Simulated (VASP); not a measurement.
The system is PbSe (Clausthalite).

```
Pb Se
1.0
     0.00000    3.01928    3.01928
     3.01928    0.00000    3.01928
     3.01928    3.01928    0.00000
Pb Se
1 1
Direct
  0.00000 0.00000 0.00000
  0.50000 0.50000 0.50000
```

Base run:

- Program: VASP 6.6.1
- Functional: PBE exchange alone
- Potentials or basis: VASP PAW PBE potentials, release 64 (Pb_d, Se)
- Cutoff: 520 eV
- k mesh: 8 × 8 × 8
- Occupations: fermi-dirac, width 0.05 eV
- Spin: no spin polarisation

Its results: band gap on the k mesh 0.29 eV, direct; pressure 14.7 GPa.

Question: After a change of settings the same cell gave: band gap on the k mesh 0.23 eV, direct; pressure 6.8 GPa. Which change was it?
A. functional from PBE exchange alone to RPBE; dispersion from none to D4
B. functional from PBE exchange alone to revPBE; dispersion from none to D4
C. functional from PBE exchange alone to revPBE; dispersion from none to D3(BJ)
D. functional from PBE exchange alone to RPBE

Answer: D.

Caveats: spin-orbit coupling is left out, which moves the levels of the heavy elements; the PAW data sets were made with another functional, which shifts forces and pressure a little (some runs).
